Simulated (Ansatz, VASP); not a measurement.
CdSe in VASP and in Ansatz

```
Cd Se
1.0
     0.00000    3.06778    2.97575
     3.06778    0.00000    2.97575
     3.06778    3.06778    0.00000
Cd Se
1 1
Cartesian
  0.0000 0.0000 0.0000
  1.5339 1.5339 1.4879
```

Change from the starting cell: uniaxial_z strain -3.0%.

Alike in both runs: task single point; functional PBE; k mesh 8 × 8 × 8; occupations fermi-dirac, width 0.02 eV; no spin polarisation.

|  | VASP | Ansatz |
| --- | --- | --- |
| version | VASP 6.6.1 | Ansatz 0.2.0 |
| potentials or method | VASP PAW PBE potentials, release 64 (Cd, Se) | plane waves, PAW |
| plane-wave cutoff (eV) | 500 | 420 |
| valence electrons in the cell | 18 | 36 |

Ansatz gave:

```
pressure (GPa)                                                : 3.1
traceless stress, the component that is largest in VASP (GPa) : 0.27
```

Problem. Which values does VASP return?

Solution. Pressure (GPa): 3.4; traceless stress, the component that is largest in VASP (GPa): 0.26.

With one functional, cell and mesh, what is left measures potentials, basis and numerics. VASP's potentials hold 18 valence electrons a cell and Ansatz's 36, so a difference there can come from the potentials and not from the codes.
